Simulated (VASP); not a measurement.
Crystal: BN.

```
CELL_PARAMETERS angstrom
2.49824 0.00000 0.00000
-1.24912 2.16354 0.00000
0.00000 0.00000 6.63570
ATOMIC_POSITIONS crystal
N 0.66667 0.33333 0.25000
N 0.33333 0.66667 0.75000
B 0.66667 0.33333 0.75000
B 0.33333 0.66667 0.25000
```

| Item | Value |
| --- | --- |
| Program | VASP 6.6.1 |
| Task | relaxation of cell and atoms |
| Functional | RPBE |
| Dispersion | D4 |
| Potentials or basis | VASP PAW PBE potentials, release 64 (N, B) |
| Cutoff | 600 eV |
| k mesh | 12 × 12 × 4 |
| Occupations | fermi-dirac, width 0.05 eV |
| Spin | no spin polarisation |

At the start: pressure 2.8 GPa; volume 8.97 Å³/atom.

Q: Where does the relaxation end?

A: Over 11 steps the energy falls by 7.3 meV/atom and the volume is 8.34 Å³/atom (-7.0 %); space group P6_3/mmc (No. 194, to 0.1 Å) before and after.

Step by step:
```
step  energy change (eV)  largest force (eV/Å)  pressure (GPa)  volume (Å³)
   1              0.0000                0.0000            2.84        35.87
   2              0.0131                0.0000           -7.25        36.69
   3             -0.0068                0.0000           -1.01        36.17
   4             -0.0094                0.0000           -0.99        35.97
   5             -0.0165                0.0000           -0.91        35.37
   6             -0.0267                0.0000           -0.62        34.18
   7             -0.0163                0.0000            0.76        31.80
   8             -0.0290                0.0000           -0.36        33.57
   9             -0.0291                0.0000           -0.28        33.38
  10             -0.0269                0.0000            2.37        33.16
  11             -0.0291                0.0000            0.00        33.36
```

Final structure:
```
N B
1.0
     2.50961    0.00000    0.00000
    -1.25481    2.17339    0.00000
     0.00000    0.00000    6.11595
N B
2 2
Cartesian
  1.2548 0.7245 1.5290
  0.0000 1.4489 4.5870
  1.2548 0.7245 4.5870
  0.0000 1.4489 1.5290
```

Caveat: the PAW data sets were made with another functional, which shifts forces and pressure a little.
